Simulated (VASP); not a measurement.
# IrRh5 (P-6m2) in VASP: further runs

The runs below take IrRh5 through single point, relaxation of cell and atoms, with PBE.

Everything below comes from runs of VASP 6.6.1. Logs are shortened: lines on timing, memory, paths and dates and some standing lists are left out, and cuts for length are marked.

### 1 The cell of the first run

The structure is hexagonal, space group P-6m2 (No. 187). The conventional cell has a = 2.712 Å, b = 2.712 Å, c = 12.877 Å, α = 90.00°, β = 90.00°, γ = 120.00°. Ir (site symmetry -6m2) has 6 Rh at 2.66 Å and 6 Ir at 2.71 Å within 3.5 Å. Rh (site symmetry 3m) has 9 Rh at 2.66 to 2.71 Å and 3 Ir at 2.66 Å within 3.5 Å. Rh (site symmetry -6m2) has 12 Rh at 2.66 to 2.71 Å within 3.5 Å. Within 3.5 Å of Rh (site symmetry 3m) lie 12 Rh at 2.66 to 2.71 Å.

### 2 Single point, PBE

INCAR reads:

```
SYSTEM = IrRh5
  PREC = Accurate
  ENCUT = 520
  EDIFF = 1E-6
  ISMEAR = 0
  SIGMA = 0.1
  LREAL = .FALSE.
  LASPH = .TRUE.
  NELM = 100
  ALGO = Normal
  ISIF = 2
  LWAVE = .FALSE.
  LCHARG = .FALSE.
  GGA = PE
  NBANDS = 51
```

KPOINTS reads:

```
Automatic mesh
0
G
  6 6 2
  0 0 0
```

POSCAR reads:

```
IrRh5
1.0
    2.7122940200      0.0000000000      0.0000000000
   -1.3561470100      2.3489155200      0.0000000000
    0.0000000000      0.0000000000     12.8765298100
Ir Rh
1 5
Direct
    0.6666666700      0.3333333300      0.5000000000
    0.3333333300      0.6666666700      0.6666666700
    0.3333333300      0.6666666700      0.0000000000
    0.3333333300      0.6666666700      0.3333333300
    0.6666666700      0.3333333300      0.8333333300
    0.6666666700      0.3333333300      0.1666666700
```

Potentials or basis: VASP PAW PBE potentials, release 64 (Ir, Rh_pv).

The run is started by

```console
$ cat potpaw_PBE.64/Ir/POTCAR potpaw_PBE.64/Rh_pv/POTCAR > POTCAR
$ mpirun -np 1 vasp_std > vasp.out
```

OUTCAR:

```text
SYSTEM = IrRh5
   PREC = Accurate
   ENCUT = 520
   EDIFF = 1E-6
   ISMEAR = 0
   LREAL = .FALSE.
   LASPH = .TRUE.
   NELM = 100
   ISIF = 2
   GGA = PE

 ion  position               nearest neighbor table
   1  0.667  0.333  0.500-   2 2.66   4 2.66   2 2.66   4 2.66   2 2.66   4 2.66
   2  0.333  0.667  0.667-   5 2.66   5 2.66   5 2.66   1 2.66   1 2.66   1 2.66
   3  0.333  0.667  0.000-   5 2.66   6 2.66   5 2.66   6 2.66   5 2.66   6 2.66
   4  0.333  0.667  0.333-   6 2.66   6 2.66   6 2.66   1 2.66   1 2.66   1 2.66
   5  0.667  0.333  0.833-   2 2.66   2 2.66   2 2.66   3 2.66   3 2.66   3 2.66
   6  0.667  0.333  0.167-   4 2.66   4 2.66   4 2.66   3 2.66   3 2.66   3 2.66

  LATTYP: Found a hexagonal cell.
 ALAT       =     2.7122940200
 C/A-ratio  =     4.7474682741

  Lattice vectors:

 A1 = (   2.7122940200,   0.0000000000,   0.0000000000)
 A2 = (  -1.3561470100,   2.3489155200,   0.0000000000)
 A3 = (   0.0000000000,   0.0000000000,  12.8765298100)

Analysis of symmetry for initial positions (statically):
=====================================================================
 Subroutine PRICEL returns:
 Original cell was already a primitive cell.

 Routine SETGRP: Setting up the symmetry group for a
 hexagonal supercell.

 Subroutine GETGRP returns: Found 12 space group operations
 (whereof 12 operations were pure point group operations)
 out of a pool of 24 trial point group operations.

The static configuration has the point symmetry D_3h.

Analysis of symmetry for dynamics (positions and initial velocities):
=====================================================================
 Subroutine PRICEL returns:
 Original cell was already a primitive cell.

 Routine SETGRP: Setting up the symmetry group for a
 hexagonal supercell.

 Subroutine GETGRP returns: Found 12 space group operations
 (whereof 12 operations were pure point group operations)
 out of a pool of 24 trial point group operations.

The dynamic configuration has the point symmetry D_3h.

 Subroutine INISYM returns: Found 12 space group operations
 (whereof 12 operations are pure point group operations),
 and found     1 'primitive' translations

----------------------------------------------------------------------------------------

                                     Primitive cell

  volume of cell :      82.0357

  direct lattice vectors                    reciprocal lattice vectors
     2.712294020  0.000000000  0.000000000     0.368691592  0.212864190  0.000000000
    -1.356147010  2.348915520  0.000000000     0.000000000  0.425728380  0.000000000
     0.000000000  0.000000000 12.876529810     0.000000000  0.000000000  0.077660675

  length of vectors
     2.712294020  2.712294017 12.876529810     0.425728380  0.425728380  0.077660675

  position of ions in fractional coordinates (direct lattice)
     0.666666670  0.333333330  0.500000000
     0.333333330  0.666666670  0.666666670
     0.333333330  0.666666670  0.000000000
     0.333333330  0.666666670  0.333333330
     0.666666670  0.333333330  0.833333330
     0.666666670  0.333333330  0.166666670

  ion indices of the primitive-cell ions
   primitive index   ion index
                 1           1
                 2           2
                 3           3
                 4           4
                 5           5
                 6           6

----------------------------------------------------------------------------------------

 KPOINTS: Automatic mesh

Automatic generation of k-mesh.
 Grid dimensions read from file:
 generate k-points for:    6    6    2

 Generating k-lattice:

  Cartesian coordinates                     Fractional coordinates (reciprocal lattice)
     0.061448599  0.035477365  0.000000000     0.166666667 -0.000000000  0.000000000
     0.000000000  0.070954730  0.000000000     0.000000000  0.166666667  0.000000000
     0.000000000  0.000000000  0.038830338     0.000000000  0.000000000  0.500000000

  Length of vectors
     0.070954730  0.070954730  0.038830338

  Shift w.r.t. Gamma in fractional coordinates (k-lattice)
     0.000000000  0.000000000  0.000000000

 Subroutine IBZKPT returns following result:
 ===========================================

 Found     14 irreducible k-points:

 Following reciprocal coordinates:
            Coordinates               Weight
  0.000000  0.000000  0.000000      1.000000
  0.166667  0.000000  0.000000      6.000000
  0.333333  0.000000  0.000000      6.000000
  0.500000  0.000000  0.000000      3.000000
  0.166667  0.166667  0.000000      6.000000
  0.333333  0.166667  0.000000     12.000000
  0.333333  0.333333  0.000000      2.000000
  0.000000  0.000000  0.500000      1.000000
  0.166667  0.000000  0.500000      6.000000
  0.333333  0.000000  0.500000      6.000000
  0.500000  0.000000  0.500000      3.000000
  0.166667  0.166667  0.500000      6.000000
  0.333333  0.166667  0.500000     12.000000
  0.333333  0.333333  0.500000      2.000000
[... 33 lines left out ...]
   ISMEAR =     0;   SIGMA  =   0.10  broadening in eV -4-tet -1-fermi 0-gaus
   EFERMI_NEDOS =   21; number of points for ismear=-14 and -15
   IALGO  =     38    algorithm
   IMIX   =      4    mixing-type and parameters
     AMIX     =   0.40;   BMIX     =  1.00
     AMIX_MAG =   1.60;   BMIX_MAG =  1.00
  volume/ion in A,a.u.               =      13.67        92.27
  Fermi-wavevector in a.u.,A,eV,Ry     =   1.650062  3.118165 37.044644  2.722705
  Thomas-Fermi vector in A             =   2.739076
   LORBIT       =      0    0 simple, 1 ext, 2 COOP (PROOUT), +10 PAW based schemes
   GGA     = PE    functional components
   LHFCALC =     F    Hartree Fock is set to
   AEXX    =    0.0000 exact exchange contribution
   IVDW    =     0    specifies the selected vdW correction
   LEPSILON=     F    determine dielectric tensor
   LRPA    =     F    only Hartree local field effects (RPA)
 non-spin polarized calculation
 Gauss-broadening in eV      SIGMA  =   0.10
  energy-cutoff  :      520.00
  volume of cell :       82.04
 maximum number of plane-waves:      2253
   NGX = 11   NGY = 11   NGZ = 47

 number of electron      84.0000008 magnetization

 Free energy of the ion-electron system (eV)
  ---------------------------------------------------
  ext. energy  EPLUGINS =         0.00000000
  ---------------------------------------------------
  free energy    TOTEN  =       -44.74227982 eV

  energy without entropy =      -44.68633619  energy(sigma->0) =      -44.71430800

 E-fermi :  11.8572     XC(G=0): -14.0911

 val. band max:       11.8447843948   @ k =   0.0000   0.0000   0.0000
 cond. band min:      11.8648797601   @ k =   0.3333   0.3333   0.0000
 fundamental gap:      0.0200953653
 Fermi energy:        11.8571831369

 k-point     1 :       0.0000    0.0000    0.0000
  band No.  band energies     occupation
      1     -35.3690      2.00000
      2     -35.2696      2.00000
      3     -35.0917      2.00000
      4     -34.8401      2.00000
      5     -34.7010      2.00000
      6     -34.7010      2.00000
[... 43 lines left out ...]
     50      12.1121      0.00031
     51      12.6234      0.00000

 k-point     2 :       0.1667    0.0000    0.0000
  band No.  band energies     occupation
      1     -35.3157      2.00000
      2     -35.2401      2.00000
      3     -35.0979      2.00000
      4     -34.9053      2.00000
      5     -34.8344      2.00000
      6     -34.8083      2.00000
[... 43 lines left out ...]
     50      13.4671      0.00000
     51      16.2118      0.00000

 k-point     3 :       0.3333    0.0000    0.0000
  band No.  band energies     occupation
      1     -35.2141      2.00000
      2     -35.2132      2.00000
      3     -35.1694      2.00000
      4     -35.1192      2.00000
      5     -35.0613      2.00000
      6     -35.0225      2.00000
[... 43 lines left out ...]
     50      15.3425      0.00000
     51      20.3266      0.00000
[... 487 lines left out ...]
 k-point    13 :       0.3333    0.1667    0.5000
  band No.  band energies     occupation
      1     -35.2182      2.00000
      2     -35.2133      2.00000
      3     -35.1801      2.00000
      4     -35.1640      2.00000
      5     -35.0864      2.00000
      6     -35.0626      2.00000
[... 43 lines left out ...]
     50      18.6123      0.00000
     51      18.7354      0.00000

 k-point    14 :       0.3333    0.3333    0.5000
  band No.  band energies     occupation
      1     -35.1732      2.00000
      2     -35.1612      2.00000
      3     -35.1254      2.00000
      4     -35.1188      2.00000
      5     -35.0908      2.00000
      6     -35.0779      2.00000
[... 43 lines left out ...]
     50      18.7003      0.00000
     51      18.7186      0.00000

------------------------ aborting loop because EDIFF is reached ----------------------------------------

  FORCE on cell =-STRESS in cart. coord.  units (eV):
  Direction    XX          YY          ZZ          XY          YZ          ZX
  --------------------------------------------------------------------------------------
  -------------------------------------------------------------------------------------
  Total        5.7111338      5.7111338      5.9076982      0.0000000      0.0000000      0.0000000
  in kB      111.5398148    111.5398145    115.3787648      0.0000000      0.0000000      0.0000000
  external PRESSURE =     112.8194647 kB  Pullay stress =       0.0000000 kB

 VOLUME and BASIS-vectors are now :
 -----------------------------------------------------------------------------
  energy-cutoff  :      520.00
  volume of cell :       82.04
      direct lattice vectors                 reciprocal lattice vectors
     2.712294020  0.000000000  0.000000000     0.368691592  0.212864190  0.000000000
    -1.356147010  2.348915520  0.000000000     0.000000000  0.425728380  0.000000000
     0.000000000  0.000000000 12.876529810     0.000000000  0.000000000  0.077660675

 POSITION                                       TOTAL-FORCE (eV/Angst)
 -----------------------------------------------------------------------------------
      1.35615      0.78297      6.43826        -0.000000     -0.000000      0.000000
     -0.00000      1.56594      8.58435        -0.000000     -0.000000      0.008432
     -0.00000      1.56594      0.00000        -0.000000      0.000000      0.000000
     -0.00000      1.56594      4.29218        -0.000000     -0.000000     -0.008432
      1.35615      0.78297     10.73044         0.000000     -0.000000      0.171286
      1.35615      0.78297      2.14609         0.000000     -0.000000     -0.171286
 -----------------------------------------------------------------------------------
    total drift:                                0.000013     -0.000008      0.000000

  FREE ENERGIE OF THE ION-ELECTRON SYSTEM (eV)
  ---------------------------------------------------
  free  energy   TOTEN  =       -44.7422798173 eV

  energy  without entropy=      -44.6863361909  energy(sigma->0) =      -44.71430800
```

Run time: 2.2 min. Hardware: 1 thread of Intel Xeon 8259CL, shared host; peak memory 0.22 GiB.

What came out:

| Property | Result |
| --- | --- |
| Free energy | -44.7423 eV |
| Pressure | 11.3 GPa |
| Largest force | 0.171 eV/Å |
| Band gap on the k mesh | zero (bands 42 and 43 overlap by 2.23 eV) |

Forces in eV/Å, atoms in the order of the input:
```
Ir   0.000  0.000  0.000
Rh   0.000  0.000  0.008
Rh   0.000  0.000  0.000
Rh   0.000  0.000 -0.008
Rh   0.000  0.000  0.171
Rh   0.000  0.000 -0.171
```

Caveat: the k points lie up to 0.45 Å⁻¹ apart, too coarse for converged energies and pressures of a metal; spin-orbit coupling is left out, which moves the levels of the heavy elements.

### 3 Single point, PBE

This run uses another cell than the first one, of 14.20 Å³/atom.

INCAR reads:

```
ALGO = Normal ; EDIFF = 1E-6
ENCUT = 520 ; GGA = PE
ISIF = 2 ; ISMEAR = 0
LASPH = T ; LCHARG = T
LELF = T ; LREAL = F
LVHAR = T ; LWAVE = F
NBANDS = 51 ; NELM = 100
PREC = Accurate ; SIGMA = 0.1
```

KPOINTS reads:

```
k-points
0
Gamma
  6 6 2
```

POSCAR reads:

```
IrRh5
1.0
    2.7469056746      0.0000000000      0.0000000000
   -1.3734528373      2.3788900960      0.0000000000
    0.0000000000      0.0000000000     13.0360018732
Ir Rh
1 5
Direct
    0.6666666667      0.3333333333      0.5000000000
    0.3333333333      0.6666666667      0.6664930772
    0.3333333333      0.6666666667      0.0000000000
    0.3333333333      0.6666666667      0.3335069228
    0.6666666667      0.3333333333      0.8342207929
    0.6666666667      0.3333333333      0.1657792071
```

Potentials or basis: VASP PAW PBE potentials, release 64 (Ir, Rh_pv).

The run is started by

```console
$ cat potpaw_PBE.64/Ir/POTCAR potpaw_PBE.64/Rh_pv/POTCAR > POTCAR
$ mpirun -np 1 vasp_std > vasp.out
```

It took 2.5 min on 1 thread of Intel Xeon 8259CL, shared host; peak memory 0.22 GiB.

The run converged. Its results:

| Property | Result |
| --- | --- |
| Free energy | -44.8534 eV |
| Pressure | 0.1 GPa |
| Largest force | 0.022 eV/Å |
| Band gap on the k mesh | zero (bands 42 and 43 overlap by 2.10 eV) |

Forces in eV/Å, atoms in the order of the input:
```
Ir   0.000  0.000  0.000
Rh   0.000  0.000  0.022
Rh   0.000  0.000  0.000
Rh   0.000  0.000 -0.022
Rh   0.000  0.000 -0.008
Rh   0.000  0.000  0.008
```

Stress tensor (GPa, compression positive):
```
 0.14  0.00  0.00
 0.00  0.14  0.00
 0.00  0.00 -0.03
```

Levels at points of the mesh, in eV from the Fermi level:
| k point | band 41 | band 42 | band 43 | band 44 | band 45 | band 46 |
| --- | --- | --- | --- | --- | --- | --- |
| (0.00, 0.00, 0.00) | -1.01 | -1.01 | -1.01 | -1.01 | -0.02 | -0.02 |
| (0.50, 0.00, 0.00) | 0.65 | 0.67 | 0.69 | 0.77 | 1.14 | 1.41 |
| (0.00, 0.00, 0.50) | -1.64 | -0.44 | -0.44 | -0.36 | -0.32 | -0.32 |
| (0.50, 0.00, 0.50) | 0.52 | 0.57 | 0.62 | 0.69 | 1.14 | 2.19 |

Caveat: the k points lie up to 0.44 Å⁻¹ apart, too coarse for converged energies and pressures of a metal; spin-orbit coupling is left out, which moves the levels of the heavy elements.

### 4 Relaxation of cell and atoms, PBE

INCAR reads:

```
SYSTEM = IrRh5
PREC = Accurate
ENCUT = 600
EDIFF = 1E-7
ISMEAR = 0
SIGMA = 0.1
LREAL = .False.
LASPH = .True.
NELM = 60
ALGO = Fast
ISIF = 3
LWAVE = .False.
LCHARG = .False.
GGA = PE
IBRION = 2
NSW = 90
EDIFFG = -0.04
```

KPOINTS reads:

```
Automatic mesh
0
Gamma
  6 6 2
  0 0 0
```

POSCAR reads:

```
IrRh5
1.0
    2.7122940200      0.0000000000      0.0000000000
   -1.3561470100      2.3489155200      0.0000000000
    0.0000000000      0.0000000000     12.8765298100
Ir Rh
1 5
Direct
    0.6666666700      0.3333333300      0.5000000000
    0.3333333300      0.6666666700      0.6666666700
    0.3333333300      0.6666666700      0.0000000000
    0.3333333300      0.6666666700      0.3333333300
    0.6666666700      0.3333333300      0.8333333300
    0.6666666700      0.3333333300      0.1666666700
```

The run is started by

```console
$ cat potpaw_PBE.64/Ir/POTCAR potpaw_PBE.64/Rh_pv/POTCAR > POTCAR
$ mpirun -np 1 vasp_std > vasp.out
```

Wall time 23 min (1 thread of Intel Xeon 8259CL, shared host); peak memory 0.28 GiB.

Results (log left out):

| Property | Result |
| --- | --- |
| Free energy | -44.8502 eV |
| Relaxed volume | 14.19 Å³/atom |
| Relaxed cell | a = 2.747 Å, b = 2.747 Å, c = 13.024 Å, α = 90.00°, β = 90.00°, γ = 120.00° |
| Space group after relaxing (to 0.1 Å) | P-6m2 (No. 187) |
| Energy gained by relaxing | 17.8 meV/atom |
| Ionic steps | 7 |
| Pressure after relaxing | 0.2 GPa |
| Largest force after relaxing | 0.023 eV/Å |
| Band gap on the k mesh | zero (bands 42 and 43 overlap by 2.10 eV) |

Forces in eV/Å, atoms in the order of the input:
```
Ir   0.000  0.000  0.000
Rh   0.000  0.000  0.023
Rh   0.000  0.000  0.000
Rh   0.000  0.000 -0.023
Rh   0.000  0.000  0.021
Rh   0.000  0.000 -0.021
```

Stress tensor (GPa, compression positive):
```
0.11 0.00 0.00
0.00 0.11 0.00
0.00 0.00 0.32
```

The path:
```tsv
step	energy change (eV)	largest force (eV/Å)	pressure (GPa)	volume (Å³)
1	0.0000	0.1714	11.18	82.04
2	0.5085	0.2031	-20.39	93.89
3	-0.1055	0.1192	-0.41	85.30
4	-0.1057	0.1207	-0.06	85.19
5	-0.1057	0.1215	0.15	85.12
6	-0.1067	0.0455	0.16	85.13
7	-0.1068	0.0226	0.18	85.13
```

Final structure:
```
CELL_PARAMETERS angstrom
2.74732 0.00000 0.00000
-1.37366 2.37925 0.00000
0.00000 0.00000 13.02356
ATOMIC_POSITIONS crystal
Ir 0.66667 0.33333 0.50000
Rh 0.33333 0.66667 0.66643
Rh 0.33333 0.66667 0.00000
Rh 0.33333 0.66667 0.33357
Rh 0.66667 0.33333 0.83402
Rh 0.66667 0.33333 0.16598
```

Levels at points of the mesh, in eV from the Fermi level:
```tsv
k point	band 39	band 40	band 41	band 42	band 43	band 44	band 45	band 46	band 47	band 48
(0.00, 0.00, 0.00)	-2.01	-1.99	-1.02	-1.02	-1.01	-1.01	-0.02	-0.02	0.08	0.08
(0.50, 0.00, 0.00)	0.51	0.62	0.65	0.67	0.68	0.78	1.13	1.41	1.57	2.90
(0.00, 0.00, 0.50)	-1.71	-1.65	-1.65	-0.44	-0.44	-0.35	-0.32	-0.32	-0.06	0.14
(0.50, 0.00, 0.50)	0.24	0.49	0.51	0.57	0.62	0.68	1.13	2.19	2.48	2.63
```

Caveat: the k points lie up to 0.44 Å⁻¹ apart in the final cell, too coarse for converged energies and pressures of a metal; spin-orbit coupling is left out, which moves the levels of the heavy elements.

### 5 Single point, PBE

This run uses another cell than the first one, of 14.17 Å³/atom.

INCAR reads:

```
  ALGO = Fast
  EDIFF = 1E-7
  ENCUT = 520
  GGA = PE
  ISIF = 2
  ISMEAR = 0
  LASPH = T
  LCHARG = T
  LELF = T
  LREAL = F
  LVHAR = T
  LWAVE = F
  NBANDS = 51
  NELM = 60
  PREC = Accurate
  SIGMA = 0.1
```

KPOINTS reads:

```
k-points
0
Gamma
  18 18 4
```

POSCAR reads:

```
IrRh5
1.0
    2.7282983475      0.0000000000      0.0000000000
   -1.3641491738      2.3627756781      0.0000000000
    0.0000000000      0.0000000000     13.1908399573
Ir Rh
1 5
Direct
    0.6666666667      0.3333333333      0.5000000000
    0.3333333333      0.6666666667      0.6666139893
    0.3333333333      0.6666666667      0.0000000000
    0.3333333333      0.6666666667      0.3333860107
    0.6666666667      0.3333333333      0.8340349721
    0.6666666667      0.3333333333      0.1659650279
```

The run is started by

```console
$ cat potpaw_PBE.64/Ir/POTCAR potpaw_PBE.64/Rh_pv/POTCAR > POTCAR
$ mpirun -np 1 vasp_std > vasp.out
```

It took 16 min on 1 thread of Intel Xeon 8259CL, shared host; peak memory 0.46 GiB.

The run converged. Its results:

```yaml
Free_energy: -44.9681 eV
Pressure: 0.1 GPa
Largest_force: 0.021 eV/Å
Band_gap_on_the_k_mesh: zero (bands 42 and 43 overlap by 2.12 eV)
```

Forces on the atoms (eV/Å):
```
Ir   0.000  0.000  0.000
Rh   0.000  0.000  0.021
Rh   0.000  0.000  0.000
Rh   0.000  0.000 -0.021
Rh   0.000  0.000 -0.004
Rh   0.000  0.000  0.004
```

Levels at points of the mesh, in eV from the Fermi level:
```tsv
k point	band 38	band 39	band 40	band 41	band 42	band 43	band 44	band 45
(0.00, 0.00, 0.00)	-2.14	-1.94	-1.94	-1.04	-1.04	-1.03	-1.03	-0.09
(0.50, 0.00, 0.00)	0.46	0.50	0.59	0.60	0.61	0.66	0.67	1.13
(0.00, 0.00, 0.50)	-1.67	-1.67	-1.61	-1.61	-0.58	-0.49	-0.49	-0.38
(0.50, 0.00, 0.50)	0.15	0.21	0.46	0.50	0.51	0.60	0.66	1.14
```

Caveat: spin-orbit coupling is left out, which moves the levels of the heavy elements.

### 6 Overview

| task | cell | k mesh | cutoff (eV) | gap on the mesh (eV) | pressure (GPa) | largest force (eV/Å) |
| --- | --- | --- | --- | --- | --- | --- |
| single point | a = 2.712, b = 2.712, c = 12.877 Å, angles 90.0, 90.0, 120.0°, 6 atoms | 6 × 6 × 2 | 520 | none | 11.3 | 0.17 |
| single point | a = 2.747, b = 2.747, c = 13.036 Å, angles 90.0, 90.0, 120.0°, 6 atoms | 6 × 6 × 2 | 520 | none | 0.1 | 0.02 |
| relaxation of cell and atoms | relaxed from a = 2.712, b = 2.712, c = 12.877 Å, angles 90.0, 90.0, 120.0°, 6 atoms | 6 × 6 × 2 | 600 | none | 0.2 | 0.02 |
| single point | a = 2.728, b = 2.728, c = 13.191 Å, angles 90.0, 90.0, 120.0°, 6 atoms | 18 × 18 × 4 | 520 | none | 0.1 | 0.02 |

Alike in all rows: level PBE; potentials or basis VASP PAW PBE potentials, release 64 (Ir, Rh_pv); no spin polarisation; smearing gaussian 0.1 eV.

Caveats: some runs use coarse meshes; spin-orbit coupling is left out, which moves the levels of the heavy elements.

Total energies depend on the potentials used, so only differences within one code and one set of settings carry meaning.
